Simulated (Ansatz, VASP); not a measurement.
# Two plane-wave programs on Gd

```
Gd
1.0
     3.48415    0.00000    0.00000
    -1.74208    3.01737    0.00000
     0.00000    0.00000    5.58672
Gd
2
Direct
  0.33333 0.66667 0.25000
  0.66667 0.33333 0.75000
```

Alike in both runs: task single point; functional LDA; k mesh 10 × 10 × 6; occupations methfessel-paxton of order 1, width 0.01 eV; collinear spin.

|  | VASP | Ansatz |
| --- | --- | --- |
| version | VASP 6.6.1 | Ansatz 0.2.0 |
| potentials or method | VASP PAW PBE potentials, release 64 (Gd), cutoff 520 eV | plane waves (420 eV) with PAW, scalar-relativistic |
| valence electrons in the cell | 36 | 36 |

|  | VASP | Ansatz | Ansatz less VASP |
| --- | --- | --- | --- |
| pressure (GPa) | 0.1 | 0.1 | -0.01 |
| traceless stress, the component that is largest in VASP (GPa) | 0.14 | -0.11 | -0.256 |
| net moment per atom (μB) | 7.36 | 7.50 | +0.134 |
| size of the moment on the site where the two differ most (μB) | 6.91 | 7.26 | +0.351 |

The net moments are unlike, so the other rows may belong to different states. VASP's potentials were made for PBE, not for LDA, and Ansatz warns of the same on its side. LDA's correlation is that of Perdew and Zunger in VASP and of Perdew and Wang (1992) in Ansatz. Site moments also hang on the region over which each program counts them. Ansatz's warnings: stability check not made.

Spin-orbit coupling is off throughout.
